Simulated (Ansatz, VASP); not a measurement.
ZnS: VASP beside Ansatz

```
CELL_PARAMETERS angstrom
5.38903 0.00000 0.00000
0.00000 -5.38903 0.00000
0.00000 0.00000 -5.38903
ATOMIC_POSITIONS crystal
Zn 0.03543 0.03543 0.00000
Zn 0.50000 0.50000 0.00000
Zn 0.50000 0.00000 0.50000
Zn 0.00000 0.50000 0.50000
S 0.75000 0.75000 0.75000
S 0.25000 0.25000 0.75000
S 0.25000 0.75000 0.25000
S 0.75000 0.25000 0.25000
```

Alike in both runs: task single point; functional r2SCAN; k mesh 4 × 4 × 4; occupations gaussian, width 0.05 eV; no spin polarisation.

|  | VASP | Ansatz |
| --- | --- | --- |
| version | VASP 6.6.1 | Ansatz 0.2.0 |
| potentials or method | VASP PAW PBE potentials, release 64 (Zn, S), cutoff 520 eV | scalar-relativistic, plane waves, PAW |
| valence electrons in the cell | 72 | 72 |

```csv
,VASP,Ansatz,Ansatz less VASP
gap on the k mesh at the Fermi level (eV),2.61,2.60,-0.008
least direct gap on the mesh (eV),2.61,2.60,-0.008
pressure (GPa),0.8,0.7,-0.09
"traceless stress, the component that is largest in VASP (GPa)",-1.31,-1.29,+0.018
rms of the force components (eV/Å),0.608,0.596,-0.0110
```

VASP's potentials were made for PBE, not for r2SCAN. Atom by atom the forces differ by 0.011 eV/Å (rms over components). With one functional, cell and mesh, what is left measures potentials, basis and numerics.
